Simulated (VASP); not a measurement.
# C17O in VASP: single point with PBE+D3(BJ)

Aim: the single point of C17O with PBE+D3(BJ).

All numbers are computed with VASP 6.6.1; they aren't measurements. Logs are shortened: lines on timing, memory, paths and dates and some standing lists are left out, and cuts for length are marked.

### Step 1. The cell of the first run

The cell holds a slab with vacuum, 18 atoms: a = 7.397 Å, b = 7.397 Å, c = 17.000 Å, α = 90.00°, β = 90.00°, γ = 120.00°.

### Step 2. Single point, PBE+D3(BJ)

Contents of INCAR:

```
SYSTEM = C17O
  PREC = Accurate
  ENCUT = 520
  EDIFF = 1E-7
  ISMEAR = 0
  SIGMA = 0.05
  LREAL = Auto
  LASPH = .TRUE.
  NELM = 60
  ALGO = Normal
  ISIF = 2
  LWAVE = .FALSE.
  LCHARG = .FALSE.
  LDIPOL = .TRUE.
  IDIPOL = 3
  DIPOL = 0.5 0.5 0.500
  GGA = PE
  IVDW = 12
  NBANDS = 52
```

Contents of KPOINTS:

```
Automatic mesh
0
G
  9 9 1
  0 0 0
```

Contents of POSCAR:

```
C17O
1.0
    7.3974391349      0.0000000000      0.0000000000
   -3.6987195674      6.4058367027      0.0000000000
    0.0000000000      0.0000000000     17.0000000000
O C
1 17
Direct
    0.0277770278      0.0555540556      0.4999999655
    0.0267254408      0.3880272757      0.5000000021
    0.0267251391      0.7220272812      0.5000000012
    0.3613058659      0.0566081925      0.5000000027
    0.3613018349      0.3880272757      0.5000000021
    0.3611103309      0.7222206617      0.5000000081
    0.6953023266      0.0566081925      0.5000000027
    0.6944444361      0.3888888722      0.4999999967
    0.6953021421      0.7220272812      0.5000000012
    0.1441135854      0.2882271709      0.5000000023
    0.1397326547      0.6115326169      0.5000000063
    0.1441181033      0.9392194981      0.5000000018
    0.4734729414      0.2784050446      0.4999999977
    0.4717999623      0.6115326169      0.5000000063
    0.4718018379      0.9436036758      0.5000000077
    0.8049321032      0.2784050446      0.4999999977
    0.8049328729      0.6098657458      0.4999999961
    0.7951013947      0.9392194981      0.5000000018
```

Potentials or basis: VASP PAW PBE potentials, release 64 (O, C).

Started as:

```bash
$ cat potpaw_PBE.64/O/POTCAR potpaw_PBE.64/C/POTCAR > POTCAR
$ mpirun -np 1 vasp_std > vasp.out
```

OUTCAR:

```text
SYSTEM = C17O
   PREC = Accurate
   ENCUT = 520
   EDIFF = 1E-7
   ISMEAR = 0
   LREAL = Auto
   LASPH = .TRUE.
   NELM = 60
   ISIF = 2
   GGA = PE
   IVDW = 12
 IVDW          = 12

 ion  position               nearest neighbor table
   1  0.028  0.056  0.500-  10 1.49  12 1.49  18 1.49
   2  0.027  0.388  0.500-  10 1.39  16 1.42  11 1.43
   3  0.027  0.722  0.500-  12 1.39  17 1.42  11 1.43
   4  0.361  0.057  0.500-  12 1.39  13 1.42  15 1.43
   5  0.361  0.388  0.500-  10 1.39  13 1.42  14 1.43
   6  0.361  0.722  0.500-  15 1.42  14 1.42  11 1.42
[... 10 lines left out ...]
  17  0.805  0.610  0.500-   8 1.42   9 1.42   3 1.42
  18  0.795  0.939  0.500-   9 1.39   7 1.39   1 1.49

  Warning from LATTYP: Monoclinic adjustment (A1->A3, A2->A1, A3->A2)!
  LATTYP: Found a base centered orthorhombic cell.
 ALAT       =     7.3974391349
 B/A-ratio  =     1.7319065655
 C/A-ratio  =     2.2980925818

  Lattice vectors:

 A1 = (   3.6987195674,  -6.4058367027,   0.0000000000)
 A2 = (   3.6987195675,   6.4058367027,   0.0000000000)
 A3 = (   0.0000000000,   0.0000000000,  17.0000000000)

Analysis of symmetry for initial positions (statically):
=====================================================================
 Subroutine PRICEL returns:
 Original cell was already a primitive cell.

 Routine SETGRP: Setting up the symmetry group for a
 base centered orthorhombic supercell.

 Subroutine GETGRP returns: Found  4 space group operations
 (whereof  4 operations were pure point group operations)
 out of a pool of  8 trial point group operations.

The static configuration has the point symmetry C_2v.

Analysis of symmetry for dynamics (positions and initial velocities):
=====================================================================
 Subroutine PRICEL returns:
 Original cell was already a primitive cell.

 Routine SETGRP: Setting up the symmetry group for a
 base centered orthorhombic supercell.

 Subroutine GETGRP returns: Found  4 space group operations
 (whereof  4 operations were pure point group operations)
 out of a pool of  8 trial point group operations.

The dynamic configuration has the point symmetry C_2v.

 Subroutine INISYM returns: Found  4 space group operations
 (whereof  4 operations are pure point group operations),
 and found     1 'primitive' translations

----------------------------------------------------------------------------------------

                                     Primitive cell

  volume of cell :     805.5754

  direct lattice vectors                    reciprocal lattice vectors
     7.397439135  0.000000000  0.000000000     0.135181917  0.078053816  0.000000000
    -3.698719567  6.405836703  0.000000000     0.000000000  0.156107632  0.000000000
     0.000000000  0.000000000 17.000000000     0.000000000  0.000000000  0.058823529

  length of vectors
     7.397439135  7.396977106 17.000000000     0.156097882  0.156107632  0.058823529

  position of ions in fractional coordinates (direct lattice)
     0.027777028  0.055554056  0.499999966
     0.026725441  0.388027276  0.500000002
     0.026725139  0.722027281  0.500000001
     0.361305866  0.056608193  0.500000003
     0.361301835  0.388027276  0.500000002
     0.361110331  0.722220662  0.500000008
[... 10 lines left out ...]
     0.804932873  0.609865746  0.499999996
     0.795101395  0.939219498  0.500000002

  ion indices of the primitive-cell ions
   primitive index   ion index
                 1           1
                 2           2
                 3           3
                 4           4
                 5           5
                 6           6
[... 10 lines left out ...]
                17          17
                18          18

----------------------------------------------------------------------------------------

 KPOINTS: Automatic mesh

Automatic generation of k-mesh.
 Grid dimensions read from file:
 generate k-points for:    9    9    1

 Generating k-lattice:

  Cartesian coordinates                     Fractional coordinates (reciprocal lattice)
     0.015020213  0.008672646  0.000000000     0.111111111  0.000000000  0.000000000
     0.000000000  0.017345292  0.000000000     0.000000000  0.111111111  0.000000000
     0.000000000  0.000000000  0.058823529     0.000000000  0.000000000  1.000000000

  Length of vectors
     0.017344209  0.017345292  0.058823529

  Shift w.r.t. Gamma in fractional coordinates (k-lattice)
     0.000000000  0.000000000  0.000000000

 Subroutine IBZKPT returns following result:
 ===========================================

 Found     25 irreducible k-points:

 Following reciprocal coordinates:
            Coordinates               Weight
  0.000000  0.000000  0.000000      1.000000
  0.111111 -0.000000  0.000000      4.000000
  0.222222 -0.000000  0.000000      4.000000
  0.333333 -0.000000  0.000000      4.000000
  0.444444 -0.000000  0.000000      4.000000
  0.000000  0.111111  0.000000      2.000000
[... 16 lines left out ...]
  0.333333  0.333333  0.000000      2.000000
  0.000000  0.444444  0.000000      2.000000
   k-points           NKPTS =     25   k-points in BZ     NKDIM =     25   number of bands    NBANDS=     52
   number of dos      NEDOS =    301   number of ions     NIONS =     18
   total plane-waves  NPLWV = 395136
   dimension x,y,z NGX =    56 NGY =   56 NGZ =  126
   dimension x,y,z NGXF=   112 NGYF=  112 NGZF=  252
   ions per type =               1  17
   NGX,Y,Z   is equivalent  to a cutoff of  12.59, 12.59, 12.32 a.u.
   NGXF,Y,Z  is equivalent  to a cutoff of  25.17, 25.17, 24.64 a.u.
 SYSTEM =  C17O
   PREC   = accura    normal or accurate (medium, high low for compatibility)
   ISTART =      0    job   : 0-new  1-cont  2-samecut
   ICHARG =      2    charge: 1-file 2-atom 10-const
   ISPIN  =      1    spin polarized calculation?
   LNONCOLLINEAR =      F non collinear calculations
   LSORBIT =      F    spin-orbit coupling
   LASPH  =      T    aspherical Exc in radial PAW
   ENCUT  =  520.0 eV  38.22 Ry    6.18 a.u.  13.75 13.75 31.61*2*pi/ulx,y,z
   NELM   =     60;   NELMIN=  2; NELMDL= -5     # of ELM steps
   EDIFF  = 0.1E-06   stopping-criterion for ELM
   LREAL  =      T    real-space projection
   EDIFFG = 0.1E-05   stopping-criterion for IOM
   NSW    =      0    number of steps for IOM
   IBRION =     -1    ionic relax: 0-MD 1-quasi-New 2-CG
   NFREE  =      0    steps in history (QN), initial steepest desc. (CG)
   ISIF   =      2    stress and relaxation
   ISYM   =      2    0-nonsym 1-usesym 2-fastsym
   POTIM  = 0.5000    time-step for ionic-motion
   TEBEG  =    0.0;   TEEND  =   0.0 temperature during run
   PSTRESS=    0.0 pullay stress
   NELECT =      74.0000    total number of electrons
   NUPDOWN=      -1.0000    fix difference up-down
   EMIN   =  10.00;   EMAX   =-10.00  energy-range for DOS
   EFERMI =   0.00;   METHOD = LEGACY
   ISMEAR =     0;   SIGMA  =   0.05  broadening in eV -4-tet -1-fermi 0-gaus
   EFERMI_NEDOS =   21; number of points for ismear=-14 and -15
   IALGO  =     38    algorithm
   IMIX   =      4    mixing-type and parameters
     AMIX     =   0.40;   BMIX     =  1.00
     AMIX_MAG =   1.60;   BMIX_MAG =  1.00
  volume/ion in A,a.u.               =      44.75       302.02
  Fermi-wavevector in a.u.,A,eV,Ry     =   0.738669  1.395882  7.423777  0.545632
  Thomas-Fermi vector in A             =   1.832647
   LORBIT       =      0    0 simple, 1 ext, 2 COOP (PROOUT), +10 PAW based schemes
   GGA     = PE    functional components
   LHFCALC =     F    Hartree Fock is set to
   AEXX    =    0.0000 exact exchange contribution
   IVDW    =    12    specifies the selected vdW correction
   LEPSILON=     F    determine dielectric tensor
   LRPA    =     F    only Hartree local field effects (RPA)
 non-spin polarized calculation
 Gauss-broadening in eV      SIGMA  =   0.05
  energy-cutoff  :      520.00
  volume of cell :      805.58
 maximum number of plane-waves:     21714
   NGX = 27   NGY = 27   NGZ = 63

 number of electron      74.0000000 magnetization

 dipolmoment           0.000000      0.000000      0.000001 electrons x Angstroem

 Free energy of the ion-electron system (eV)
  ---------------------------------------------------
  ext. energy  EPLUGINS =         0.00000000
  ---------------------------------------------------
  free energy    TOTEN  =      -158.75696031 eV

  energy without entropy =     -158.75414733  energy(sigma->0) =     -158.75555382

 E-fermi :  -2.0670     XC(G=0):  -2.5335

 val. band max:       -2.1192354689   @ k =   0.4444  -0.0000   0.0000
 cond. band min:      -2.0056179442   @ k =   0.0000   0.1111   0.0000
 fundamental gap:      0.1136175247
 Fermi energy:        -2.0670196855

 k-point     1 :       0.0000    0.0000    0.0000
  band No.  band energies     occupation
      1     -27.4626      2.00000
      2     -21.6448      2.00000
      3     -20.1105      2.00000
      4     -20.1103      2.00000
      5     -19.5183      2.00000
      6     -19.5181      2.00000
[... 41 lines left out ...]
     48       2.5748      0.00000
     49       2.8850      0.00000

 k-point     2 :       0.1111   -0.0000    0.0000
  band No.  band energies     occupation
      1     -27.4624      2.00000
      2     -21.6390      2.00000
      3     -20.2057      2.00000
      4     -20.1912      2.00000
      5     -19.6925      2.00000
      6     -19.3786      2.00000
[... 41 lines left out ...]
     48       2.8983      0.00000
     49       2.9555      0.00000

 k-point     3 :       0.2222   -0.0000    0.0000
  band No.  band energies     occupation
      1     -27.4617      2.00000
      2     -21.6200      2.00000
      3     -20.4556      2.00000
      4     -20.3261      2.00000
      5     -19.6322      2.00000
      6     -19.0687      2.00000
[... 41 lines left out ...]
     48       3.1047      0.00000
     49       3.1268      0.00000

 k-point     4 :       0.3333   -0.0000    0.0000
  band No.  band energies     occupation
      1     -27.4610      2.00000
      2     -21.5882      2.00000
      3     -20.6919      2.00000
      4     -20.4316      2.00000
      5     -19.4429      2.00000
      6     -18.6763      2.00000
[... 977 lines left out ...]
     48       2.8418      0.00000
     49       2.8628      0.00000

 k-point    23 :       0.3333    0.3333    0.0000
  band No.  band energies     occupation
      1     -27.4602      2.00000
      2     -21.4218      2.00000
      3     -21.2311      2.00000
      4     -20.1303      2.00000
      5     -19.1848      2.00000
      6     -18.8816      2.00000
[... 41 lines left out ...]
     48       2.7869      0.00000
     49       2.8410      0.00000

 k-point    24 :       0.0000    0.4444    0.0000
  band No.  band energies     occupation
      1     -27.4605      2.00000
      2     -21.5582      2.00000
      3     -20.8326      2.00000
      4     -20.4871      2.00000
      5     -19.2540      2.00000
      6     -18.2455      2.00000
[... 41 lines left out ...]
     48       2.8873      0.00000
     49       3.0900      0.00000

 [... further k-points ...]

 [bands above 49 left out]

------------------------ aborting loop because EDIFF is reached ----------------------------------------

 vacuum level on the upper side and lower side of the slab       (xc-potential included)        -0.071        -0.071

 Edisp (eV)   -1.54615

 E8    (eV) :    -0.4805

  FORCE on cell =-STRESS in cart. coord.  units (eV):
  Direction    XX          YY          ZZ          XY          YZ          ZX
  --------------------------------------------------------------------------------------
  -------------------------------------------------------------------------------------
  Total       0.61830     0.74114    -0.08841     0.00000     0.00000     0.00000
  in kB       1.22971     1.47403    -0.17584     0.00000     0.00000     0.00000
  external pressure =        0.84 kB  Pullay stress =        0.00 kB

 VOLUME and BASIS-vectors are now :
 -----------------------------------------------------------------------------
  energy-cutoff  :      520.00
  volume of cell :      805.58
      direct lattice vectors                 reciprocal lattice vectors
     7.397439135  0.000000000  0.000000000     0.135181917  0.078053816  0.000000000
    -3.698719567  6.405836703  0.000000000     0.000000000  0.156107632  0.000000000
     0.000000000  0.000000000 17.000000000     0.000000000  0.000000000  0.058823529

 POSITION                                       TOTAL-FORCE (eV/Angst)
 -----------------------------------------------------------------------------------
      0.00000      0.35587      8.50000        -0.000000     -0.004822      0.000000
     -1.23750      2.48564      8.50000         0.002284     -0.014653      0.000000
     -2.47288      4.62519      8.50000        -0.008105     -0.001182      0.000000
      2.46336      0.36262      8.50000        -0.000458      0.009407      0.000000
      1.23750      2.48564      8.50000        -0.002284     -0.014653      0.000000
      0.00000      4.62643      8.50000        -0.000000     -0.001904      0.000000
[... 10 lines left out ...]
      3.69872      3.90670      8.50000        -0.000000     -0.003192      0.000000
      2.40780      6.01649      8.50000        -0.025429     -0.010323      0.000000
 -----------------------------------------------------------------------------------
    total drift:                               -0.000003      0.010206      0.000604

  FREE ENERGIE OF THE ION-ELECTRON SYSTEM (eV)
  ---------------------------------------------------
  free  energy   TOTEN  =      -160.3031108932 eV

  energy  without entropy=     -160.3002979193  energy(sigma->0) =     -160.30170441

 vacuum level on the upper side and lower side of the slab         1.740         1.740
```

It took 70 min on 1 thread of Intel Xeon 8259CL, shared host; peak memory 1.1 GiB.

Results:

| Quantity | Value |
| --- | --- |
| Free energy | -160.3031 eV |
| Largest force | 0.031 eV/Å |
| Band gap on the k mesh | zero (bands 37 and 38 overlap by 0.47 eV) |
| Dispersion energy per atom | -0.086 eV |

Forces on the atoms (eV/Å):
```
O    0.000 -0.005  0.000
C    0.002 -0.015  0.000
C   -0.008 -0.001  0.000
C    0.000  0.009  0.000
C   -0.002 -0.015  0.000
C    0.000 -0.002  0.000
C    0.000  0.009  0.000
C    0.000 -0.010  0.000
C    0.008 -0.001  0.000
C    0.000  0.031  0.000
C    0.004  0.006  0.000
C    0.025 -0.010  0.000
C    0.003  0.007  0.000
C   -0.004  0.006  0.000
C    0.000 -0.002  0.000
C   -0.003  0.007  0.000
C    0.000 -0.003  0.000
C   -0.025 -0.010  0.000
```

The gap in the log of VASP goes by the Fermi energy; the results here count the filled bands.